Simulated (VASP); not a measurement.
Set up this calculation in VASP 6.6.1, as the native input.

```
Task                   : single point
Functional             : PBEsol
Potentials or basis    : VASP PAW PBE potentials, release 64 (In_d, As)
Cutoff                 : 520 eV
k mesh                 : 16 × 16 × 16
Occupations            : gaussian, width 0.15 eV
Spin                   : no spin polarisation
Dipole correction      : no
Further INCAR settings : ALGO = Normal; EDIFF = 1e-07; NBANDS = 16
```

The structure of InAs lies in POSCAR:

```
InAs
1.0
    0.0000000000      2.9294374218      3.2223811640
    2.9294374218      0.0000000000      3.2223811640
    2.9294374218      2.9294374218      0.0000000000
In As
1 1
Direct
    0.0000000000      0.0000000000      0.0000000000
    0.7500000000      0.7500000000      0.7500000000
```

This cell differs from its parent crystal: ratio of the length along z to the lengths across it x 1.1, volume and fractional coordinates fixed.

These files were run (other wordings do the same):

INCAR

```
  ALGO = Normal
  EDIFF = 1E-7
  ENCUT = 520
  GGA = PS
  ISIF = 2
  ISMEAR = 0
  LASPH = True
  LCHARG = True
  LELF = True
  LREAL = False
  LVHAR = True
  LWAVE = False
  NBANDS = 16
  NELM = 60
  PREC = Accurate
  SIGMA = 0.15
```

KPOINTS

```
k-points
0
Gamma
  16 16 16
```

Potentials or basis: VASP PAW PBE potentials, release 64 (In_d, As).

The run is started by

```sh
$ cat potpaw_PBE.64/In_d/POTCAR potpaw_PBE.64/As/POTCAR > POTCAR
$ mpirun -np 1 vasp_std > vasp.out
```

It gave:

* Pressure: 1.0 GPa
* Band gap on the k mesh: zero (filled and empty bands touch)

Caveat: the PAW data sets were made with another functional, which shifts forces and pressure a little; spin-orbit coupling is left out, which moves the levels of the heavy elements.

Wall time 89 s on 1 thread of Intel(R) Xeon(R) 6975P-C (Granite Rapids), with other jobs on the host, peak memory 0.43 GiB.
